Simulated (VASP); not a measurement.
# CsSnI3 (Pm-3m) in VASP: a series of runs

The runs below take CsSnI3 through single point, with PBE, LDA.

Everything below comes from runs of VASP 6.6.1. Logs are shortened: lines on timing, memory, paths and dates and some standing lists are left out, and cuts for length are marked.

### 1 The cell of the first run

The structure is cubic, space group Pm-3m (No. 221). The conventional cell has a = 6.287 Å, b = 6.287 Å, c = 6.287 Å, α = 90.00°, β = 90.00°, γ = 90.00°. Cs (site symmetry m-3m) has 12 I at 4.45 Å and 8 Sn at 5.45 Å within 5.8 Å. I (site symmetry 4/mmm) has 2 Sn at 3.14 Å within 4.1 Å. Sn (site symmetry m-3m) has 6 I at 3.14 Å within 4.1 Å.

### 2 Single point, PBE (volume scaled by 1.04)

INCAR

```
  PREC = Accurate
  ENCUT = 520
  EDIFF = 1E-6
  ISMEAR = -1
  SIGMA = 0.05
  LREAL = F
  LASPH = T
  NELM = 80
  ALGO = Normal
  ISIF = 2
  LWAVE = F
  LCHARG = F
  GGA = PE
  NBANDS = 30
```

KPOINTS

```
Automatic mesh
0
Gamma
  5 5 5
```

POSCAR

```
CsSnI3
1.0
    6.2873633123      0.0000000000      0.0000000000
    0.0000000000      6.2873633123      0.0000000000
    0.0000000000      0.0000000000      6.2873633123
Cs I Sn
1 3 1
Direct
    0.0000000000      0.0000000000      0.0000000000
    0.5000000000      0.5000000000      0.0000000000
    0.5000000000      0.0000000000      0.5000000000
    0.0000000000      0.5000000000      0.5000000000
    0.5000000000      0.5000000000      0.5000000000
```

Potentials or basis: VASP PAW PBE potentials, release 64 (Cs_sv, I, Sn_d).

On the command line:

```console
cat potpaw_PBE.64/Cs_sv/POTCAR potpaw_PBE.64/I/POTCAR potpaw_PBE.64/Sn_d/POTCAR > POTCAR
mpirun -np 1 vasp_std > vasp.out
```

OUTCAR:

```text
PREC = Accurate
   ENCUT = 520
   EDIFF = 1E-6
   ISMEAR = -1
   LREAL = F
   LASPH = T
   NELM = 80
   ISIF = 2
   GGA = PE

 ion  position               nearest neighbor table
   1  0.000  0.000  0.000-
   2  0.500  0.500  0.000-   5 3.14   5 3.14
   3  0.500  0.000  0.500-   5 3.14   5 3.14
   4  0.000  0.500  0.500-   5 3.14   5 3.14
   5  0.500  0.500  0.500-   2 3.14   3 3.14   4 3.14   2 3.14   3 3.14   4 3.14

  LATTYP: Found a simple cubic cell.
 ALAT       =     6.2873633123

  Lattice vectors:

 A1 = (   6.2873633123,   0.0000000000,   0.0000000000)
 A2 = (   0.0000000000,   6.2873633123,   0.0000000000)
 A3 = (   0.0000000000,   0.0000000000,   6.2873633123)

Analysis of symmetry for initial positions (statically):
=====================================================================
 Subroutine PRICEL returns:
 Original cell was already a primitive cell.

 Routine SETGRP: Setting up the symmetry group for a
 simple cubic supercell.

 Subroutine GETGRP returns: Found 48 space group operations
 (whereof 48 operations were pure point group operations)
 out of a pool of 48 trial point group operations.

The static configuration has the point symmetry O_h .

Analysis of symmetry for dynamics (positions and initial velocities):
=====================================================================
 Subroutine PRICEL returns:
 Original cell was already a primitive cell.

 Routine SETGRP: Setting up the symmetry group for a
 simple cubic supercell.

 Subroutine GETGRP returns: Found 48 space group operations
 (whereof 48 operations were pure point group operations)
 out of a pool of 48 trial point group operations.

The dynamic configuration has the point symmetry O_h .

 Subroutine INISYM returns: Found 48 space group operations
 (whereof 48 operations are pure point group operations),
 and found     1 'primitive' translations

----------------------------------------------------------------------------------------

                                     Primitive cell

  volume of cell :     248.5454

  direct lattice vectors                    reciprocal lattice vectors
     6.287363312  0.000000000  0.000000000     0.159049183  0.000000000  0.000000000
     0.000000000  6.287363312  0.000000000     0.000000000  0.159049183  0.000000000
     0.000000000  0.000000000  6.287363312     0.000000000  0.000000000  0.159049183

  length of vectors
     6.287363312  6.287363312  6.287363312     0.159049183  0.159049183  0.159049183

  position of ions in fractional coordinates (direct lattice)
     0.000000000  0.000000000  0.000000000
     0.500000000  0.500000000  0.000000000
     0.500000000  0.000000000  0.500000000
     0.000000000  0.500000000  0.500000000
     0.500000000  0.500000000  0.500000000

  ion indices of the primitive-cell ions
   primitive index   ion index
                 1           1
                 2           2
                 3           3
                 4           4
                 5           5

----------------------------------------------------------------------------------------

 KPOINTS: Automatic mesh

Automatic generation of k-mesh.
 Grid dimensions read from file:
 generate k-points for:    5    5    5

 Generating k-lattice:

  Cartesian coordinates                     Fractional coordinates (reciprocal lattice)
     0.031809837  0.000000000  0.000000000     0.200000000  0.000000000  0.000000000
     0.000000000  0.031809837  0.000000000     0.000000000  0.200000000  0.000000000
     0.000000000  0.000000000  0.031809837     0.000000000  0.000000000  0.200000000

  Length of vectors
     0.031809837  0.031809837  0.031809837

  Shift w.r.t. Gamma in fractional coordinates (k-lattice)
     0.000000000  0.000000000  0.000000000

 Subroutine IBZKPT returns following result:
 ===========================================

 Found     10 irreducible k-points:

 Following reciprocal coordinates:
            Coordinates               Weight
  0.000000  0.000000  0.000000      1.000000
  0.200000  0.000000  0.000000      6.000000
  0.400000  0.000000  0.000000      6.000000
  0.200000  0.200000  0.000000     12.000000
  0.400000  0.200000  0.000000     24.000000
  0.400000  0.400000  0.000000     12.000000
  0.200000  0.200000  0.200000      8.000000
  0.400000  0.200000  0.200000     24.000000
  0.400000  0.400000  0.200000     24.000000
  0.400000  0.400000  0.400000      8.000000
   k-points           NKPTS =     10   k-points in BZ     NKDIM =     10   number of bands    NBANDS=     30
   number of dos      NEDOS =    301   number of ions     NIONS =      5
   total plane-waves  NPLWV = 110592
   dimension x,y,z NGX =    48 NGY =   48 NGZ =   48
   dimension x,y,z NGXF=    96 NGYF=   96 NGZF=   96
   ions per type =               1   3   1
   NGX,Y,Z   is equivalent  to a cutoff of  12.69, 12.69, 12.69 a.u.
   NGXF,Y,Z  is equivalent  to a cutoff of  25.38, 25.38, 25.38 a.u.
 SYSTEM =  unknown system
   PREC   = accura    normal or accurate (medium, high low for compatibility)
   ISTART =      0    job   : 0-new  1-cont  2-samecut
   ICHARG =      2    charge: 1-file 2-atom 10-const
   ISPIN  =      1    spin polarized calculation?
   LNONCOLLINEAR =      F non collinear calculations
   LSORBIT =      F    spin-orbit coupling
   LASPH  =      T    aspherical Exc in radial PAW
   ENCUT  =  520.0 eV  38.22 Ry    6.18 a.u.  11.69 11.69 11.69*2*pi/ulx,y,z
   NELM   =     80;   NELMIN=  2; NELMDL= -5     # of ELM steps
   EDIFF  = 0.1E-05   stopping-criterion for ELM
   LREAL  =      F    real-space projection
   EDIFFG = 0.1E-04   stopping-criterion for IOM
   NSW    =      0    number of steps for IOM
   IBRION =     -1    ionic relax: 0-MD 1-quasi-New 2-CG
   NFREE  =      0    steps in history (QN), initial steepest desc. (CG)
   ISIF   =      2    stress and relaxation
   ISYM   =      2    0-nonsym 1-usesym 2-fastsym
   POTIM  = 0.5000    time-step for ionic-motion
   TEBEG  =    0.0;   TEEND  =   0.0 temperature during run
   PSTRESS=    0.0 pullay stress
   NELECT =      44.0000    total number of electrons
   NUPDOWN=      -1.0000    fix difference up-down
   EMIN   =  10.00;   EMAX   =-10.00  energy-range for DOS
   EFERMI =   0.00;   METHOD = LEGACY
   ISMEAR =    -1;   SIGMA  =   0.05  broadening in eV -4-tet -1-fermi 0-gaus
   EFERMI_NEDOS =   21; number of points for ismear=-14 and -15
   IALGO  =     38    algorithm
   IMIX   =      4    mixing-type and parameters
     AMIX     =   0.40;   BMIX     =  1.00
     AMIX_MAG =   1.60;   BMIX_MAG =  1.00
  volume/ion in A,a.u.               =      49.71       335.45
  Fermi-wavevector in a.u.,A,eV,Ry     =   0.919229  1.737091 11.496684  0.844982
  Thomas-Fermi vector in A             =   2.044400
   LORBIT       =      0    0 simple, 1 ext, 2 COOP (PROOUT), +10 PAW based schemes
   GGA     = PE    functional components
   LHFCALC =     F    Hartree Fock is set to
   AEXX    =    0.0000 exact exchange contribution
   IVDW    =     0    specifies the selected vdW correction
   LEPSILON=     F    determine dielectric tensor
   LRPA    =     F    only Hartree local field effects (RPA)
 non-spin polarized calculation
  energy-cutoff  :      520.00
  volume of cell :      248.55
 maximum number of plane-waves:      6727
 NGX is ok and might be reduce to    48
   NGX = 23   NGY = 23   NGZ = 23

 number of electron      43.9999982 magnetization

 Free energy of the ion-electron system (eV)
  ---------------------------------------------------
  ext. energy  EPLUGINS =         0.00000000
  ---------------------------------------------------
  free energy    TOTEN  =       -14.06169441 eV

  energy without entropy =      -14.06169441  energy(sigma->0) =      -14.06169441

 E-fermi :   2.4862     XC(G=0):  -7.3647

 val. band max:        1.6112817937   @ k =   0.4000   0.4000   0.4000
 cond. band min:       3.3964939812   @ k =   0.4000   0.4000   0.4000
 fundamental gap:      1.7852121875
 Fermi energy:         2.4862103441

 k-point     1 :       0.0000    0.0000    0.0000
  band No.  band energies     occupation
      1     -19.7482      2.00000
      2     -19.5521      2.00000
      3     -19.5521      2.00000
      4     -19.5365      2.00000
      5     -19.5365      2.00000
      6     -19.5365      2.00000
[... 22 lines left out ...]
     29       7.0566      0.00000
     30       7.0566      0.00000

 k-point     2 :       0.2000    0.0000    0.0000
  band No.  band energies     occupation
      1     -19.7481      2.00000
      2     -19.5521      2.00000
      3     -19.5516      2.00000
      4     -19.5366      2.00000
      5     -19.5366      2.00000
      6     -19.5365      2.00000
[... 22 lines left out ...]
     29       6.3968      0.00000
     30       7.0174      0.00000

 k-point     3 :       0.4000    0.0000    0.0000
  band No.  band energies     occupation
      1     -19.7479      2.00000
      2     -19.5521      2.00000
      3     -19.5510      2.00000
      4     -19.5366      2.00000
      5     -19.5366      2.00000
      6     -19.5365      2.00000
[... 22 lines left out ...]
     29       6.7180      0.00000
     30       7.2320      0.00000

 k-point     4 :       0.2000    0.2000    0.0000
  band No.  band energies     occupation
      1     -19.7480      2.00000
      2     -19.5518      2.00000
      3     -19.5514      2.00000
      4     -19.5366      2.00000
      5     -19.5366      2.00000
      6     -19.5366      2.00000
[... 22 lines left out ...]
     29       6.5799      0.00000
     30       6.9563      0.00000

 k-point     5 :       0.4000    0.2000    0.0000
  band No.  band energies     occupation
      1     -19.7478      2.00000
      2     -19.5518      2.00000
      3     -19.5508      2.00000
      4     -19.5367      2.00000
      5     -19.5367      2.00000
      6     -19.5366      2.00000
[... 22 lines left out ...]
     29       6.9451      0.00000
     30       7.3528      0.00000

 k-point     6 :       0.4000    0.4000    0.0000
  band No.  band energies     occupation
      1     -19.7477      2.00000
      2     -19.5515      2.00000
      3     -19.5504      2.00000
      4     -19.5368      2.00000
      5     -19.5367      2.00000
      6     -19.5367      2.00000
[... 22 lines left out ...]
     29       7.3548      0.00000
     30       7.4597      0.00000

 k-point     7 :       0.2000    0.2000    0.2000
  band No.  band energies     occupation
      1     -19.7479      2.00000
      2     -19.5514      2.00000
      3     -19.5514      2.00000
      4     -19.5366      2.00000
      5     -19.5366      2.00000
      6     -19.5366      2.00000
[... 22 lines left out ...]
     29       6.9962      0.00000
     30       7.0878      0.00000

 k-point     8 :       0.4000    0.2000    0.2000
  band No.  band energies     occupation
      1     -19.7477      2.00000
      2     -19.5514      2.00000
      3     -19.5508      2.00000
      4     -19.5367      2.00000
      5     -19.5367      2.00000
      6     -19.5366      2.00000
[... 22 lines left out ...]
     29       7.2572      0.00000
     30       7.5054      0.00000

 k-point     9 :       0.4000    0.4000    0.2000
  band No.  band energies     occupation
      1     -19.7476      2.00000
      2     -19.5511      2.00000
      3     -19.5504      2.00000
      4     -19.5368      2.00000
      5     -19.5367      2.00000
      6     -19.5367      2.00000
[... 22 lines left out ...]
     29       7.0190      0.00000
     30       7.4478      0.00000

 k-point    10 :       0.4000    0.4000    0.4000
  band No.  band energies     occupation
      1     -19.7474      2.00000
      2     -19.5504      2.00000
      3     -19.5504      2.00000
      4     -19.5368      2.00000
      5     -19.5368      2.00000
      6     -19.5368      2.00000
[... 22 lines left out ...]
     29       6.7255      0.00000
     30       7.6857      0.00000

------------------------ aborting loop because EDIFF is reached ----------------------------------------

  FORCE on cell =-STRESS in cart. coord.  units (eV):
  Direction    XX          YY          ZZ          XY          YZ          ZX
  --------------------------------------------------------------------------------------
  -------------------------------------------------------------------------------------
  Total       -0.1821612     -0.1821612     -0.1821612      0.0000000     -0.0000000     -0.0000000
  in kB       -1.1742504     -1.1742504     -1.1742504      0.0000000     -0.0000000     -0.0000000
  external PRESSURE =      -1.1742504 kB  Pullay stress =       0.0000000 kB

 VOLUME and BASIS-vectors are now :
 -----------------------------------------------------------------------------
  energy-cutoff  :      520.00
  volume of cell :      248.55
      direct lattice vectors                 reciprocal lattice vectors
     6.287363312  0.000000000  0.000000000     0.159049183  0.000000000  0.000000000
     0.000000000  6.287363312  0.000000000     0.000000000  0.159049183  0.000000000
     0.000000000  0.000000000  6.287363312     0.000000000  0.000000000  0.159049183

 POSITION                                       TOTAL-FORCE (eV/Angst)
 -----------------------------------------------------------------------------------
      0.00000      0.00000      0.00000         0.000000      0.000000      0.000000
      3.14368      3.14368      0.00000         0.000000      0.000000      0.000000
      3.14368      0.00000      3.14368         0.000000      0.000000      0.000000
      0.00000      3.14368      3.14368         0.000000      0.000000      0.000000
      3.14368      3.14368      3.14368         0.000000      0.000000      0.000000
 -----------------------------------------------------------------------------------
    total drift:                                0.000000     -0.000000     -0.000000

  FREE ENERGIE OF THE ION-ELECTRON SYSTEM (eV)
  ---------------------------------------------------
  free  energy   TOTEN  =       -14.0616944118 eV

  energy  without entropy=      -14.0616944056  energy(sigma->0) =      -14.06169441
```

It took 69 s on 1 thread of Intel Xeon Platinum 8259CL at 2.50GHz (Skylake/Cascade Lake), shared host; peak memory 0.36 GiB.

What came out:

- Free energy: -14.0617 eV
- Pressure: -0.1 GPa
- Band gap on the k mesh: 1.79 eV, direct

Levels at points of the mesh, in eV from the valence-band top:
```csv
k point,band 18,band 19,band 20,band 21,band 22,band 23,band 24,band 25,band 26,band 27
"(0.00, 0.00, 0.00)",-1.30,-1.30,-1.16,-1.16,-1.16,3.16,4.15,4.15,4.50,4.50
```

Caveat: spin-orbit coupling is left out, which moves the levels of the heavy elements. A k mesh can miss the band edges.

### 3 Single point, PBE (volume scaled by 1.06)

INCAR

```
  ALGO = Normal
  EDIFF = 1E-7
  ENCUT = 520
  GGA = PE
  ISIF = 2
  ISMEAR = -1
  LASPH = True
  LCHARG = False
  LREAL = False
  LWAVE = False
  NBANDS = 30
  NELM = 60
  PREC = Accurate
  SIGMA = 0.05
```

KPOINTS

```
k-points
0
Gamma
  5 5 5
```

Changes to POSCAR since step 2:

```diff
@@ -2,5 +2,5 @@
 1.0
-    6.2873633123      0.0000000000      0.0000000000
-    0.0000000000      6.2873633123      0.0000000000
-    0.0000000000      0.0000000000      6.2873633123
+    6.3274112921      0.0000000000      0.0000000000
+    0.0000000000      6.3274112921      0.0000000000
+    0.0000000000      0.0000000000      6.3274112921
 Cs I Sn
```

Potentials or basis: VASP PAW PBE potentials, release 64 (Cs_sv, I, Sn_d).

On the command line:

```console
cat potpaw_PBE.64/Cs_sv/POTCAR potpaw_PBE.64/I/POTCAR potpaw_PBE.64/Sn_d/POTCAR > POTCAR
mpirun -np 1 vasp_std > vasp.out
```

OUTCAR:

```text
EDIFF = 1E-7
   ENCUT = 520
   GGA = PE
   ISIF = 2
   ISMEAR = -1
   LASPH = True
   LREAL = False
   NELM = 60
   PREC = Accurate

 ion  position               nearest neighbor table
   1  0.000  0.000  0.000-
   2  0.500  0.500  0.000-   5 3.16   5 3.16
   3  0.500  0.000  0.500-   5 3.16   5 3.16
   4  0.000  0.500  0.500-   5 3.16   5 3.16
   5  0.500  0.500  0.500-   2 3.16   3 3.16   4 3.16   2 3.16   3 3.16   4 3.16

[... 515 lines left out ...]
  --------------------------------------------------------------------------------------
  -------------------------------------------------------------------------------------
  Total       -0.6111663     -0.6111663     -0.6111663      0.0000000      0.0000000     -0.0000000
  in kB       -3.8653760     -3.8653760     -3.8653760      0.0000000      0.0000000     -0.0000000
  external PRESSURE =      -3.8653760 kB  Pullay stress =       0.0000000 kB

 VOLUME and BASIS-vectors are now :
 -----------------------------------------------------------------------------
  energy-cutoff  :      520.00
  volume of cell :      253.33
      direct lattice vectors                 reciprocal lattice vectors
     6.327411292  0.000000000  0.000000000     0.158042516  0.000000000  0.000000000
     0.000000000  6.327411292  0.000000000     0.000000000  0.158042516  0.000000000
     0.000000000  0.000000000  6.327411292     0.000000000  0.000000000  0.158042516

 POSITION                                       TOTAL-FORCE (eV/Angst)
 -----------------------------------------------------------------------------------
      0.00000      0.00000      0.00000         0.000000      0.000000      0.000000
      3.16371      3.16371      0.00000         0.000000      0.000000      0.000000
      3.16371      0.00000      3.16371         0.000000      0.000000      0.000000
      0.00000      3.16371      3.16371         0.000000      0.000000      0.000000
      3.16371      3.16371      3.16371         0.000000      0.000000      0.000000
 -----------------------------------------------------------------------------------
    total drift:                                0.000000     -0.000000     -0.000000

  FREE ENERGIE OF THE ION-ELECTRON SYSTEM (eV)
  ---------------------------------------------------
  free  energy   TOTEN  =       -14.0544708223 eV

  energy  without entropy=      -14.0544708172  energy(sigma->0) =      -14.05447082
```

stdout:

```text
POSCAR found type information on POSCAR CsI Sn
 POSCAR found :  3 types and       5 ions
 scaLAPACK will be used
 LDA part: xc-table for (Slater+PW92), standard interpolation
 POSCAR, INCAR and KPOINTS ok, starting setup
 FFT: planning ... GRIDC
 FFT: planning ... GRID_SOFT
 FFT: planning ... GRID
 WAVECAR not read
 entering main loop
```

Wall time 92 s (1 thread of Intel Xeon Platinum 8259CL at 2.50GHz (Skylake/Cascade Lake), shared host); peak memory 0.36 GiB.

Results:

```
Free energy            : -14.0545 eV
Pressure               : -0.4 GPa
Band gap on the k mesh : 1.80 eV, direct
```

Caveat: spin-orbit coupling is left out, which moves the levels of the heavy elements. A k mesh can miss the band edges.

### 4 Single point, LDA (volume scaled by 0.94)

INCAR

```
  PREC = Accurate
  ENCUT = 520
  EDIFF = 1E-6
  ISMEAR = -1
  SIGMA = 0.05
  LREAL = F
  LASPH = T
  NELM = 60
  ALGO = Normal
  ISIF = 2
  LWAVE = F
  LCHARG = F
  NBANDS = 30
```

KPOINTS

```
Automatic mesh
0
Gamma
  5 5 5
```

Changes to POSCAR since step 3:

```diff
@@ -2,5 +2,5 @@
 1.0
-    6.3274112921      0.0000000000      0.0000000000
-    0.0000000000      6.3274112921      0.0000000000
-    0.0000000000      0.0000000000      6.3274112921
+    6.0790175149      0.0000000000      0.0000000000
+    0.0000000000      6.0790175149      0.0000000000
+    0.0000000000      0.0000000000      6.0790175149
 Cs I Sn
```

Potentials or basis: VASP PAW LDA potentials, release 64 (Cs_sv, I, Sn_d).

On the command line:

```console
cat potpaw_LDA.64/Cs_sv/POTCAR potpaw_LDA.64/I/POTCAR potpaw_LDA.64/Sn_d/POTCAR > POTCAR
mpirun -np 1 vasp_std > vasp.out
```

Wall time 40 s (1 thread of Intel Xeon 6975P-C (Granite Rapids), shared host); peak memory 0.29 GiB.

It converged, with:

```
Free energy            : -16.1401 eV
Pressure               : -0.6 GPa
Band gap on the k mesh : 1.68 eV, direct
```

Levels at points of the mesh, in eV from the valence-band top:
| k point | band 20 | band 21 | band 22 | band 23 | band 24 | band 25 |
| --- | --- | --- | --- | --- | --- | --- |
| (0.00, 0.00, 0.00) | -1.41 | -1.41 | -1.41 | 2.72 | 3.60 | 3.60 |

Caveat: spin-orbit coupling is left out, which moves the levels of the heavy elements.

(Part 1 of 2 ends here.)
